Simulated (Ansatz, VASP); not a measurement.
# Al: VASP beside Ansatz

The input POSCAR:

```
Al
1.0
    0.0000000000      2.0200343478      2.0200343478
    2.0200343478      0.0000000000      2.0200343478
    2.0200343478      2.0200343478      0.0000000000
Al
1
Direct
    0.0000000000      0.0000000000      0.0000000000
```

File INCAR.step1:

```
SYSTEM = Al
PREC     = Accurate       ! precision mode
ENCUT    = 520            ! plane-wave cutoff, eV
ISMEAR   = -1             ! smearing method
SIGMA    = 0.05           ! smearing width, eV
LREAL    = .False.        ! projectors in reciprocal space
LASPH    = .True.         ! aspherical terms in the spheres
NELM     = 100            ! most SCF steps
NBANDS   = 8              ! bands
GGA      = PE             ! functional
ALGO     = Normal         ! electronic algorithm
EDIFF    = 1E-4           ! SCF threshold, eV
LWAVE    = .True.         ! write WAVECAR
LCHARG   = .False.        ! write CHGCAR
```

INCAR.step2

```
SYSTEM = Al
PREC     = Accurate       ! precision mode
ENCUT    = 520            ! plane-wave cutoff, eV
EDIFF    = 1E-8           ! SCF threshold, eV
ISMEAR   = -1             ! smearing method
SIGMA    = 0.05           ! smearing width, eV
LREAL    = .False.        ! projectors in reciprocal space
LASPH    = .True.         ! aspherical terms in the spheres
NELM     = 100            ! most SCF steps
ALGO     = Normal         ! electronic algorithm
ISIF     = 2              ! what is computed and relaxed
LWAVE    = .False.        ! write WAVECAR
LCHARG   = .False.        ! write CHGCAR
METAGGA  = R2SCAN         ! meta-GGA
LMIXTAU  = .True.       
LEFG     = .True.       
NBANDS   = 8              ! bands
ISTART   = 1
```

KPOINTS

```
Automatic mesh
0
Gamma
  17 17 17
  0 0 0
```

Input for Ansatz:

```yaml
crystal:
  lattice:
    - [0.0, 2.0200343478, 2.0200343478]
    - [2.0200343478, 0.0, 2.0200343478]
    - [2.0200343478, 2.0200343478, 0.0]
  atoms:
    - { symbol: Al, position: [0.0, 0.0, 0.0] }
kpoints:
  mp_grid: { grid: [17, 17, 17] }
  band_path:
    path:
      - [0.0, 0.0, 0.0]
      - [0.5, 0.0, 0.5]
      - [0.625, 0.25, 0.625]
      - [0.375, 0.375, 0.75]
      - [0.0, 0.0, 0.0]
      - [0.5, 0.5, 0.5]
      - [0.5, 0.25, 0.75]
      - [0.5, 0.0, 0.5]
    npoints: 5
scf:
  occupations: { method: fermi_dirac, width: 0.05 }
hamiltonian:
  xc: r2scan
  pseudopotentials: { kind: paw }
output:
  forces: true
  stress: true
  eigenvalues: true
  efg: { contact_densities: true }
```

Alike in both runs: task electric field gradients; functional r2SCAN; k mesh 17 × 17 × 17; occupations fermi-dirac, width 0.05 eV; no spin polarisation.

```csv
,VASP,Ansatz
version,VASP 6.6.1,Ansatz 0.2.0
potentials or method,"VASP PAW PBE potentials, release 64 (Al)","PAW with Ansatz's default frozen-core files, scalar-relativistic"
plane-wave cutoff (eV),520,500
valence electrons in the cell,3,3
```

```csv
,VASP,Ansatz,Ansatz less VASP
pressure (GPa),-3.3,-3.0,+0.30
```

VASP's potentials were made for PBE, not for r2SCAN.
